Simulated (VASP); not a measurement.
Set up this calculation in VASP 6.6.1, as the native input.

```yaml
Task: single point
Functional: PBE
Potentials_or_basis: VASP PAW PBE potentials, release 64 (Mg, W_sv)
Cutoff: 520 eV
k_mesh: 8 × 4 × 8
Occupations: gaussian, width 0.2 eV
Spin: no spin polarisation
Dipole_correction: no
Further_INCAR_settings: ALGO = Fast; EDIFF = 1e-06; NBANDS = 24
```

The structure of MgW lies in POSCAR:

```
MgW
1.0
   -2.8497158411      0.0000000000      0.0000000000
    0.0000000000      4.9358526238      0.0000000000
    1.4248579205     -0.8226421040     -4.9169045428
Mg W
2 2
Direct
    1.0000000000      1.0000000000      1.0000000000
    0.5000000000      0.5000000000      0.0000000000
    0.2500000000      0.7500000000      0.5000000000
    0.7500000000      0.2500000000      0.5000000000
```

The input as run:

INCAR

```
PREC     = Accurate       # precision mode
ENCUT    = 520            # plane-wave cutoff, eV
EDIFF    = 1E-6           # SCF threshold, eV
ISMEAR   = 0              # smearing method
SIGMA    = 0.2            # smearing width, eV
LREAL    = F              # projectors in reciprocal space
LASPH    = T              # aspherical terms in the spheres
NELM     = 60             # most SCF steps
ALGO     = Fast           # electronic algorithm
ISIF     = 2              # what is computed and relaxed
LWAVE    = F              # write WAVECAR
LCHARG   = F              # write CHGCAR
GGA      = PE             # functional
NBANDS   = 24             # bands
```

KPOINTS

```
regular mesh
0
Gamma
  8 4 8
```

Potentials or basis: VASP PAW PBE potentials, release 64 (Mg, W_sv).

Run with:

```sh
$ cat potpaw_PBE.64/Mg/POTCAR potpaw_PBE.64/W_sv/POTCAR > POTCAR
$ mpirun -np 1 vasp_std > vasp.out
```

Results of the run:

| Property | Result |
| --- | --- |
| Pressure | 0.0 GPa |
| Band gap on the k mesh | zero (bands 16 and 17 overlap by 1.56 eV) |

Caveat: spin-orbit coupling is left out, which moves the levels of the heavy elements.

Wall time 3.3 min on 1 thread of Intel Xeon 8259CL, on a shared host, peak memory 0.27 GiB.
